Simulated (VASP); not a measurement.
AlV2C: relaxation of cell and atoms with PBE

AlV2C:

```
Al V C
1.0
     2.88676    0.00000    0.00000
    -1.44338    2.50001    0.00000
     0.00000    0.00000    6.77497
Al V C
1 2 1
Direct
  0.00000 0.00000 0.00000
  0.33333 0.66667 0.33356
  0.66667 0.33333 0.66644
  0.00000 0.00000 0.50000
```

The cell was generated, and may not be a known phase.

```yaml
Program: VASP 6.6.1
Task: relaxation of cell and atoms
Functional: PBE
Potentials_or_basis: VASP PAW PBE potentials, release 64 (Al, V_sv, C)
Cutoff: 600 eV
k_mesh: 6 × 6 × 4
Occupations: gaussian, width 0.1 eV
Spin: no spin polarisation
Dipole_correction: no
Further_INCAR_settings: ALGO = Normal; EDIFF = 1e-06; IBRION = 2; EDIFFG = -0.04; NSW = 90; ISIF = 3
```

| Item | Value |
| --- | --- |
| Pressure after relaxing | 0.1 GPa |
| Largest force after relaxing | 0.022 eV/Å |
| Band gap on the k mesh | zero (an odd number of electrons rules out a gap without spin polarisation) |

Forces in eV/Å, atoms in the order of the input:
```
Al   0.000  0.000  0.000
V    0.000  0.000 -0.022
V    0.000  0.000  0.022
C    0.000  0.000  0.000
```

Final structure:
```
CELL_PARAMETERS angstrom
2.88676 0.00000 0.00000
-1.44338 2.50001 0.00000
0.00000 0.00000 6.77497
ATOMIC_POSITIONS crystal
Al 0.00000 0.00000 0.00000
V 0.33333 0.66667 0.33356
V 0.66667 0.33333 0.66644
C 0.00000 0.00000 0.50000
```

Levels at points of the mesh, in eV from the Fermi level:
```
           k point  band 14  band 15  band 16  band 17  band 18  band 19
(0.00, 0.00, 0.00)    -2.42    -0.93    -0.27    -0.27     0.68     0.68
(0.50, 0.00, 0.00)    -3.36    -2.33    -0.70     0.33     1.27     1.77
(0.00, 0.00, 0.50)    -3.20    -0.71    -0.28    -0.28     0.71     0.71
(0.50, 0.00, 0.50)    -3.32    -2.63    -0.98     0.29     1.16     1.79
```

Wall time 27 s on 1 thread of Intel(R) Xeon(R) Platinum 8259CL CPU @ 2.50GHz (Skylake/Cascade Lake), on a shared host, peak memory 0.19 GiB.

Caveat: the k points lie up to 0.42 Å⁻¹ apart in the final cell, too coarse for converged energies and pressures of a metal; the relaxation stopped at its first step, so nothing moved.
